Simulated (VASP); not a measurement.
# MgO (P6_3mc) in VASP: notebook

Runs on MgO. Level: PBEsol. Tasks: relaxation of cell and atoms.

All numbers are computed with VASP 6.6.1; they aren't measurements. Logs are shortened: lines on timing, memory, paths and dates and some standing lists are left out, and cuts for length are marked.

**1. The cell of the first run**

It takes space group P6_3mc (No. 186, hexagonal). The conventional cell has a = 3.308 Å, b = 3.308 Å, c = 4.983 Å, α = 90.00°, β = 90.00°, γ = 120.00°. Within 2.6 Å of Mg (site symmetry 3m) lie 4 O at 1.97 to 1.99 Å. Within 2.6 Å of O (site symmetry 3m) lie 4 Mg at 1.97 to 1.99 Å.

**2. Relaxation of cell and atoms, PBEsol, target pressure 10 GPa, at which the enthalpy is minimised**

Input file INCAR:

```
SYSTEM = MgO
ALGO     = Normal         ! electronic algorithm
EDIFF    = 1E-7           ! SCF threshold, eV
EDIFFG   = -0.01          ! ionic threshold
ENCUT    = 600            ! plane-wave cutoff, eV
GGA      = PS             ! functional
IBRION   = 2              ! ionic algorithm
ISIF     = 3              ! what is computed and relaxed
ISMEAR   = 0              ! smearing method
LASPH    = .True.         ! aspherical terms in the spheres
LCHARG   = .False.        ! write CHGCAR
LREAL    = .False.        ! projectors in reciprocal space
LWAVE    = .False.        ! write WAVECAR
NELM     = 60             ! most SCF steps
NSW      = 80             ! ionic steps
PREC     = Accurate       ! precision mode
PSTRESS  = 100.0        
SIGMA    = 0.01           ! smearing width, eV
```

Input file KPOINTS:

```
k-points
0
Gamma
  8 8 5
  0 0 0
```

Input file POSCAR:

```
MgO
1.0
    3.3077869900      0.0000000000      0.0000000000
   -1.6538934900      2.8646275600      0.0000000000
    0.0000000000      0.0000000000      4.9828816700
Mg O
2 2
Direct
    0.3333333286      0.6666666713      0.0021597402
    0.6666666684      0.3333333287      0.5021597392
    0.3333333286      0.6666666713      0.4024402590
    0.6666666684      0.3333333287      0.9024402600
```

Potentials or basis: VASP PAW PBE potentials, release 64 (Mg, O).

Launch:

```
$ cat potpaw_PBE.64/Mg/POTCAR potpaw_PBE.64/O/POTCAR > POTCAR
$ mpirun -np 1 vasp_std > vasp.out
```

OUTCAR:

```text
SYSTEM = MgO
   EDIFF = 1E-7
   EDIFFG = -0.01
   ENCUT = 600
   GGA = PS
   IBRION = 2
   ISIF = 3
   ISMEAR = 0
   LASPH = .True.
   LREAL = .False.
   NELM = 60
   NSW = 80
   PREC = Accurate
   PSTRESS = 100.0

 ion  position               nearest neighbor table
   1  0.333  0.667  0.002-   4 1.97   4 1.97   4 1.97   3 1.99   2 3.14   2 3.14   2 3.14   2 3.14
                             2 3.14   2 3.14
   2  0.667  0.333  0.502-   3 1.97   3 1.97   3 1.97   4 1.99   1 3.14   1 3.14   1 3.14   1 3.14
                             1 3.14   1 3.14
   3  0.333  0.667  0.402-   2 1.97   2 1.97   2 1.97   1 1.99
   4  0.667  0.333  0.902-   1 1.97   1 1.97   1 1.97   2 1.99

  LATTYP: Found a hexagonal cell.
 ALAT       =     3.3077869900
 C/A-ratio  =     1.5064094771

  Lattice vectors:

 A1 = (   3.3077869900,   0.0000000000,   0.0000000000)
 A2 = (  -1.6538934900,   2.8646275600,   0.0000000000)
 A3 = (   0.0000000000,   0.0000000000,   4.9828816700)

Analysis of symmetry for initial positions (statically):
=====================================================================
 Subroutine PRICEL returns:
 Original cell was already a primitive cell.

 Routine SETGRP: Setting up the symmetry group for a
 hexagonal supercell.

 Subroutine GETGRP returns: Found 12 space group operations
 (whereof  6 operations were pure point group operations)
 out of a pool of 24 trial point group operations.

The static configuration has the point symmetry C_3v.
 The point group associated with its full space group is C_6v.

Analysis of symmetry for dynamics (positions and initial velocities):
=====================================================================
 Subroutine PRICEL returns:
 Original cell was already a primitive cell.

 Routine SETGRP: Setting up the symmetry group for a
 hexagonal supercell.

 Subroutine GETGRP returns: Found 12 space group operations
 (whereof  6 operations were pure point group operations)
 out of a pool of 24 trial point group operations.

The dynamic configuration has the point symmetry C_3v.
 The point group associated with its full space group is C_6v.

 Subroutine INISYM returns: Found 12 space group operations
 (whereof  6 operations are pure point group operations),
 and found     1 'primitive' translations

----------------------------------------------------------------------------------------

                                     Primitive cell

  volume of cell :      47.2157

  direct lattice vectors                    reciprocal lattice vectors
     3.307786990  0.000000000  0.000000000     0.302316928  0.174542759  0.000000000
    -1.653893490  2.864627560  0.000000000     0.000000000  0.349085520  0.000000000
     0.000000000  0.000000000  4.982881670     0.000000000  0.000000000  0.200687086

  length of vectors
     3.307786990  3.307786984  4.982881670     0.349085519  0.349085520  0.200687086

  position of ions in fractional coordinates (direct lattice)
     0.333333329  0.666666671  0.002159740
     0.666666668  0.333333329  0.502159739
     0.333333329  0.666666671  0.402440259
     0.666666668  0.333333329  0.902440260

  ion indices of the primitive-cell ions
   primitive index   ion index
                 1           1
                 2           2
                 3           3
                 4           4

----------------------------------------------------------------------------------------

 KPOINTS: k-points

Automatic generation of k-mesh.
 Grid dimensions read from file:
 generate k-points for:    8    8    5

 Generating k-lattice:

  Cartesian coordinates                     Fractional coordinates (reciprocal lattice)
     0.037789616  0.021817845  0.000000000     0.125000000 -0.000000000  0.000000000
     0.000000000  0.043635690  0.000000000     0.000000000  0.125000000  0.000000000
     0.000000000  0.000000000  0.040137417     0.000000000  0.000000000  0.200000000

  Length of vectors
     0.043635690  0.043635690  0.040137417

  Shift w.r.t. Gamma in fractional coordinates (k-lattice)
     0.000000000  0.000000000  0.000000000

 Subroutine IBZKPT returns following result:
 ===========================================

 Found     30 irreducible k-points:

 Following reciprocal coordinates:
            Coordinates               Weight
  0.000000  0.000000  0.000000      1.000000
  0.125000 -0.000000  0.000000      6.000000
  0.250000 -0.000000  0.000000      6.000000
  0.375000 -0.000000  0.000000      6.000000
  0.500000 -0.000000  0.000000      3.000000
  0.125000  0.125000  0.000000      6.000000
[... 16 lines left out ...]
  0.250000 -0.000000  0.400000     12.000000
  0.375000 -0.000000  0.400000     12.000000
 [... further k-points ...]
   k-points           NKPTS =     30   k-points in BZ     NKDIM =     30   number of bands    NBANDS=     12
   number of dos      NEDOS =    301   number of ions     NIONS =      4
   total plane-waves  NPLWV =  31360
   dimension x,y,z NGX =    28 NGY =   28 NGZ =   40
   dimension x,y,z NGXF=    56 NGYF=   56 NGZF=   80
   ions per type =               2   2
   NGX,Y,Z   is equivalent  to a cutoff of  14.07, 14.07, 13.35 a.u.
   NGXF,Y,Z  is equivalent  to a cutoff of  28.15, 28.15, 26.69 a.u.
 SYSTEM =  MgO
   PREC   = accura    normal or accurate (medium, high low for compatibility)
   ISTART =      0    job   : 0-new  1-cont  2-samecut
   ICHARG =      2    charge: 1-file 2-atom 10-const
   ISPIN  =      1    spin polarized calculation?
   LNONCOLLINEAR =      F non collinear calculations
   LSORBIT =      F    spin-orbit coupling
   LASPH  =      T    aspherical Exc in radial PAW
   ENCUT  =  600.0 eV  44.10 Ry    6.64 a.u.   6.61  6.61  9.95*2*pi/ulx,y,z
   NELM   =     60;   NELMIN=  2; NELMDL= -5     # of ELM steps
   EDIFF  = 0.1E-06   stopping-criterion for ELM
   LREAL  =      F    real-space projection
   EDIFFG = -.1E-01   stopping-criterion for IOM
   NSW    =     80    number of steps for IOM
   IBRION =      2    ionic relax: 0-MD 1-quasi-New 2-CG
   NFREE  =      1    steps in history (QN), initial steepest desc. (CG)
   ISIF   =      3    stress and relaxation
   ISYM   =      2    0-nonsym 1-usesym 2-fastsym
   POTIM  = 0.5000    time-step for ionic-motion
   TEBEG  =    0.0;   TEEND  =   0.0 temperature during run
   PSTRESS=  100.0 pullay stress
   NELECT =      16.0000    total number of electrons
   NUPDOWN=      -1.0000    fix difference up-down
   EMIN   =  10.00;   EMAX   =-10.00  energy-range for DOS
   EFERMI =   0.00;   METHOD = LEGACY
   ISMEAR =     0;   SIGMA  =   0.01  broadening in eV -4-tet -1-fermi 0-gaus
   EFERMI_NEDOS =   21; number of points for ismear=-14 and -15
   IALGO  =     38    algorithm
   IMIX   =      4    mixing-type and parameters
     AMIX     =   0.40;   BMIX     =  1.00
     AMIX_MAG =   1.60;   BMIX_MAG =  1.00
  volume/ion in A,a.u.               =      11.80        79.66
  Fermi-wavevector in a.u.,A,eV,Ry     =   1.141351  2.156842 17.724080  1.302683
  Thomas-Fermi vector in A             =   2.278052
   LORBIT       =      0    0 simple, 1 ext, 2 COOP (PROOUT), +10 PAW based schemes
   GGA     = PS    functional components
   LHFCALC =     F    Hartree Fock is set to
   AEXX    =    0.0000 exact exchange contribution
   IVDW    =     0    specifies the selected vdW correction
   LEPSILON=     F    determine dielectric tensor
   LRPA    =     F    only Hartree local field effects (RPA)
 conjugate gradient relaxation of ions
 non-spin polarized calculation
 Gauss-broadening in eV      SIGMA  =   0.01
  energy-cutoff  :      600.00
  volume of cell :       47.22
 maximum number of plane-waves:      1604
 NGX is ok and might be reduce to    28
   NGX = 13   NGY = 13   NGZ = 19

--------------------------------------- Ionic step        1  -------------------------------------------

 number of electron      15.9999997 magnetization

 Free energy of the ion-electron system (eV)
  ---------------------------------------------------
  ext. energy  EPLUGINS =         0.00000000
  ---------------------------------------------------
  free energy    TOTEN  =       -24.55565693 eV

  energy without entropy =      -24.55565693  energy(sigma->0) =      -24.55565693

 E-fermi :   1.1508     XC(G=0):  -9.9791

 val. band max:        1.0311758678   @ k =   0.0000   0.0000   0.0000
 cond. band min:       4.3761413408   @ k =   0.0000   0.0000   0.0000
 fundamental gap:      3.3449654730
 Fermi energy:         1.1507998185

 k-point     1 :       0.0000    0.0000    0.0000
  band No.  band energies     occupation
      1     -15.1666      2.00000
      2     -14.3358      2.00000
      3      -2.3048      2.00000
      4       0.2356      2.00000
      5       0.2356      2.00000
      6       0.5809      2.00000
      7       0.5809      2.00000
      8       1.0312      2.00000
      9       4.3761      0.00000
     10       9.4347      0.00000
     11      11.2499      0.00000
     12      14.9822      0.00000
[... 456 lines left out ...]
  FREE ENERGIE OF THE ION-ELECTRON SYSTEM (eV)
  ---------------------------------------------------
  free  energy   TOTEN  =       -24.4621693453 eV

  energy  without entropy=      -24.4621693453  energy(sigma->0) =      -24.46216935

  enthalpy is  TOTEN    =       -21.7163357075 eV   P V=        2.7458336379

[... ionic steps 4 to 39 ...]

--------------------------------------- Ionic step       40  -------------------------------------------

 number of electron      16.0000004 magnetization

------------------------ aborting loop because EDIFF is reached ----------------------------------------

  FORCE on cell =-STRESS in cart. coord.  units (eV):
  Direction    XX          YY          ZZ          XY          YZ          ZX
  --------------------------------------------------------------------------------------
  -------------------------------------------------------------------------------------
  Total        2.6175022      2.6175022      2.7539686      0.0000000     -0.0000000      0.0000000
  in kB      101.5391699    101.5391687    106.8330270      0.0000009     -0.0000000      0.0000000
  external PRESSURE =       3.3037885 kB  Pullay stress =     100.0000000 kB
[... 65 lines left out ...]
  enthalpy is  TOTEN    =       -22.1037721381 eV   P V=        2.5806258495

--------------------------------------- Ionic step       42  -------------------------------------------

 number of electron      16.0000003 magnetization

 Free energy of the ion-electron system (eV)
  ---------------------------------------------------
  ext. energy  EPLUGINS =         0.00000000
  ---------------------------------------------------
  free energy    TOTEN  =       -24.68533879 eV

  energy without entropy =      -24.68533879  energy(sigma->0) =      -24.68533879

 E-fermi :   2.4342     XC(G=0): -10.5953

 val. band max:        2.3089618356   @ k =   0.0000   0.0000   0.0000
 cond. band min:       5.9322682991   @ k =   0.0000   0.0000   0.0000
 fundamental gap:      3.6233064635
 Fermi energy:         2.4342387147

 k-point     1 :       0.0000    0.0000    0.0000
  band No.  band energies     occupation
      1     -14.8544      2.00000
      2     -13.2644      2.00000
      3      -1.6326      2.00000
      4       0.4306      2.00000
      5       0.4306      2.00000
      6       1.3997      2.00000
      7       1.3997      2.00000
      8       2.3090      2.00000
      9       5.9323      0.00000
     10      12.1788      0.00000
     11      14.8558      0.00000
     12      15.1731      0.00000
[... 376 lines left out ...]
  FREE ENERGIE OF THE ION-ELECTRON SYSTEM (eV)
  ---------------------------------------------------
  free  energy   TOTEN  =       -24.6853387911 eV

  energy  without entropy=      -24.6853387911  energy(sigma->0) =      -24.68533879

  enthalpy is  TOTEN    =       -22.1038036730 eV   P V=        2.5815351181

 reached required accuracy - stopping structural energy minimisation
```

It took 15 min on 1 thread of Intel Xeon 8259CL, shared host; peak memory 0.2 GiB.

What came out:

- Free energy: -24.6853 eV
- Relaxed volume: 10.34 Å³/atom
- Relaxed cell: a = 3.410 Å, b = 3.410 Å, c = 4.108 Å, α = 90.00°, β = 90.00°, γ = 120.00°
- Space group after relaxing (to 0.1 Å): P6_3/mmc (No. 194)
- Energy change on relaxing (the run minimises the enthalpy): -32.4 meV/atom
- Ionic steps: 42
- Pressure after relaxing: 10.1 GPa
- Largest force after relaxing: 0.004 eV/Å
- Band gap on the k mesh: 3.62 eV

Forces on the atoms (eV/Å):
```
Mg   0.000  0.000 -0.004
Mg   0.000  0.000 -0.004
O    0.000  0.000  0.004
O    0.000  0.000  0.004
```

Stress tensor (GPa, compression positive):
```
10.11  0.00  0.00
 0.00 10.11  0.00
 0.00  0.00  9.96
```

The path:
```tsv
step	energy change (eV)	largest force (eV/Å)	pressure (GPa)	volume (Å³)
1	0.0000	0.0099	-0.09	47.22
3	0.0935	0.0675	9.98	43.99
5	0.0976	0.0843	10.23	43.89
7	0.0991	0.2641	10.19	43.53
9	0.0427	1.2829	11.86	41.56
11	0.2865	2.2305	15.20	41.50
13	0.3607	2.5325	16.97	41.21
15	0.4092	2.6133	19.10	40.79
17	0.4219	2.6098	19.60	40.70
19	0.4218	2.6052	19.62	40.70
21	0.4217	2.5866	19.70	40.68
23	0.4244	2.5037	20.05	40.62
25	0.4191	2.4865	19.96	40.63
27	0.3958	2.4109	19.55	40.67
29	0.3088	2.1255	17.98	40.82
31	0.0488	1.2160	12.67	41.40
33	-0.1719	0.2433	5.96	42.48
35	-0.1783	0.1474	5.95	42.44
37	-0.0806	0.0115	13.04	40.68
39	-0.1243	0.0606	10.40	41.29
41	-0.1287	0.0151	10.12	41.35
42	-0.1297	0.0045	10.06	41.36
```

Final structure:
```cif
data_structure
_symmetry_space_group_name_H-M 'P 1'
_symmetry_Int_Tables_number 1
_cell_length_a 3.4098
_cell_length_b 3.4098
_cell_length_c 4.1077
_cell_angle_alpha 90.000
_cell_angle_beta 90.000
_cell_angle_gamma 120.000
_cell_volume 41.36
loop_
_atom_site_label
_atom_site_type_symbol
_atom_site_fract_x
_atom_site_fract_y
_atom_site_fract_z
_atom_site_occupancy
Mg1 Mg 0.33333 0.66667 0.95238 1
Mg2 Mg 0.66667 0.33333 0.45238 1
O1 O 0.33333 0.66667 0.45222 1
O2 O 0.66667 0.33333 0.95222 1
```

Caveat: the cell is relaxed towards a set pressure, so the run minimises the enthalpy, not the energy; a cell axis changed by over 15 % at a fixed basis, so the end point is rough; the PAW data sets were made with another functional, which shifts forces and pressure a little.

**3. Relaxation of cell and atoms, PBEsol, target pressure 20 GPa, at which the enthalpy is minimised**

Input file INCAR:

```
  PREC = Accurate
  ENCUT = 600
  EDIFF = 1E-6
  ISMEAR = 0
  SIGMA = 0.01
  LREAL = F
  LASPH = T
  NELM = 80
  ALGO = Normal
  ISIF = 3
  LWAVE = F
  LCHARG = F
  GGA = PS
  IBRION = 2
  NSW = 80
  EDIFFG = -0.01
  PSTRESS = 200.0
```

Input file KPOINTS:

```
Automatic mesh
0
Gamma
  8 8 5
```

POSCAR is that of step 2.

Potentials or basis: VASP PAW PBE potentials, release 64 (Mg, O).

Launch:

```
$ cat potpaw_PBE.64/Mg/POTCAR potpaw_PBE.64/O/POTCAR > POTCAR
$ mpirun -np 1 vasp_std > vasp.out
```

Run time: 12 min. Hardware: 1 thread of Intel Xeon 8259CL, shared host; peak memory 0.21 GiB.

The run converged. Its results:

| Property | Result |
| --- | --- |
| Free energy | -24.4906 eV |
| Relaxed volume | 9.81 Å³/atom |
| Relaxed cell | a = 3.349 Å, b = 3.349 Å, c = 4.042 Å, α = 90.00°, β = 90.00°, γ = 120.00° |
| Space group after relaxing (to 0.1 Å) | P6_3/mmc (No. 194) |
| Energy change on relaxing (the run minimises the enthalpy) | +16.3 meV/atom |
| Ionic steps | 39 |
| Pressure after relaxing | 20.1 GPa |
| Band gap on the k mesh | 3.90 eV |

Forces on the atoms (eV/Å):
```
Mg   0.000  0.000  0.002
Mg   0.000  0.000  0.002
O    0.000  0.000 -0.002
O    0.000  0.000 -0.002
```

Stress tensor (GPa, compression positive):
```
20.14  0.00  0.00
 0.00 20.14  0.00
 0.00  0.00 19.89
```

The path:
```tsv
step	energy change (eV)	largest force (eV/Å)	pressure (GPa)	volume (Å³)
1	0.0000	0.0096	-0.15	47.22
2	1.0545	0.2858	43.56	37.78
3	0.3021	0.1329	19.66	41.71
4	0.3152	0.1363	20.18	41.60
5	0.3146	0.1726	20.18	41.54
6	0.3115	0.3064	20.07	41.34
7	0.2930	0.6530	19.77	40.89
8	0.2254	1.3674	20.61	39.75
9	3.8413	6.6937	79.52	36.40
10	0.4396	2.2284	23.75	39.64
11	0.7776	1.9305	34.29	38.19
12	0.5047	2.4958	26.01	39.21
13	0.5883	2.4412	29.14	38.72
14	0.5660	2.4750	28.41	38.81
15	0.5659	2.4717	28.42	38.81
16	0.5656	2.4616	28.46	38.81
17	0.5651	2.4413	28.50	38.80
18	0.5647	2.3995	28.59	38.78
19	0.5662	2.3089	28.83	38.75
20	0.5798	2.1007	29.44	38.68
21	0.5684	2.2702	28.93	38.74
22	0.5650	2.2607	28.87	38.74
23	0.5548	2.2302	28.69	38.76
24	0.5347	2.1704	28.33	38.78
25	0.4961	2.0542	27.62	38.84
26	0.4240	1.8352	26.26	38.95
27	0.2995	1.4474	23.79	39.17
28	0.1169	0.8428	19.65	39.60
29	-0.0569	0.1469	14.17	40.44
30	-0.0455	0.2042	14.73	40.34
31	-0.0414	0.2238	14.90	40.30
32	-0.0251	0.2049	15.75	40.12
33	0.0304	0.1459	18.48	39.57
34	0.1724	0.0184	24.41	38.49
35	0.0739	0.1049	20.37	39.20
36	0.0766	0.1023	20.52	39.18
37	0.0742	0.0818	20.43	39.19
38	0.0677	0.0236	20.16	39.24
39	0.0651	0.0024	20.06	39.26
```

Final structure:
```yaml
crystal:
  lattice:
    - [3.34901, 0.00000, 0.00000]
    - [-1.67450, 2.90032, 0.00000]
    - [0.00000, 0.00000, 4.04191]
  atoms:
    - { symbol: Mg, position: [0.33333, 0.66667, 0.95227] }
    - { symbol: Mg, position: [0.66667, 0.33333, 0.45227] }
    - { symbol: O, position: [0.33333, 0.66667, 0.45233] }
    - { symbol: O, position: [0.66667, 0.33333, 0.95233] }
```

Levels at points of the mesh, in eV from the valence-band top:
| k point | band 4 | band 5 | band 6 | band 7 | band 8 | band 9 | band 10 | band 11 | band 12 |
| --- | --- | --- | --- | --- | --- | --- | --- | --- | --- |
| (0.00, 0.00, 0.00) | -1.99 | -1.99 | -0.99 | -0.99 | 0.00 | 3.90 | 10.30 | 12.96 | 13.24 |
| (0.50, 0.00, 0.00) | -2.71 | -2.65 | -2.20 | -1.51 | -0.62 | 7.18 | 9.94 | 10.19 | 13.43 |

Caveat: the cell is relaxed towards a set pressure, so the run minimises the enthalpy, not the energy; the volume moved by over 15 % at a fixed basis, so the end points are rough; the PAW data sets were made with another functional, which shifts forces and pressure a little.

(Part 1 of 2 ends here.)
